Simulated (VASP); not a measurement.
Set up this calculation in VASP 6.6.1, as the native input.

| Item | Value |
| --- | --- |
| Task | single point |
| Functional | BLYP |
| Potentials or basis | VASP PAW PBE potentials, release 64 (Hf_pv, B) |
| Cutoff | 520 eV |
| k mesh | 10 × 10 × 8 |
| Occupations | fermi-dirac, width 0.05 eV |
| Spin | no spin polarisation |
| Dipole correction | no |
| Further INCAR settings | ALGO = Normal; EDIFF = 1e-07; NBANDS = 15 |

The structure of HfB2 lies in POSCAR:

```
HfB2
1.0
    3.1400000000      0.0000000000      0.0000000000
   -1.5700000000      2.7193197679      0.0000000000
    0.0000000000      0.0000000000      3.4800000000
Hf B
1 2
Direct
    0.0000000000      0.0000000000      0.0000000000
    0.6666666667      0.3333333333      0.5000000000
    0.3333333333      0.6666666667      0.5000000000
```

These files were run (other wordings do the same):

INCAR

```
SYSTEM = HfB2
PREC = Accurate
ENCUT = 520
EDIFF = 1E-7
ISMEAR = -1
SIGMA = 0.05
LREAL = .FALSE.
LASPH = .TRUE.
NELM = 80
ALGO = Normal
ISIF = 2
LWAVE = .FALSE.
LCHARG = .FALSE.
GGA = B5
ALDAX = 1.0
AGGAX = 1.0
AGGAC = 1.0
ALDAC = 0.0
NBANDS = 15
```

KPOINTS

```
regular mesh
0
G
  10 10 8
  0 0 0
```

Potentials or basis: VASP PAW PBE potentials, release 64 (Hf_pv, B).

Run with:

```console
$ cat potpaw_PBE.64/Hf_pv/POTCAR potpaw_PBE.64/B/POTCAR > POTCAR
$ mpirun -np 1 vasp_std > vasp.out
```

Results of the run:

```
Pressure               : 8.1 GPa
Band gap on the k mesh : zero (band 8 reaches 8.78 eV, above the bottom of band 9 at 7.94 eV)
```

Caveat: the PAW data sets were made with another functional, which shifts forces and pressure a little; spin-orbit coupling is left out, which moves the levels of the heavy elements.

Wall time 90 s on 1 thread of AMD EPYC 7R13, on a shared host, peak memory 0.13 GiB.
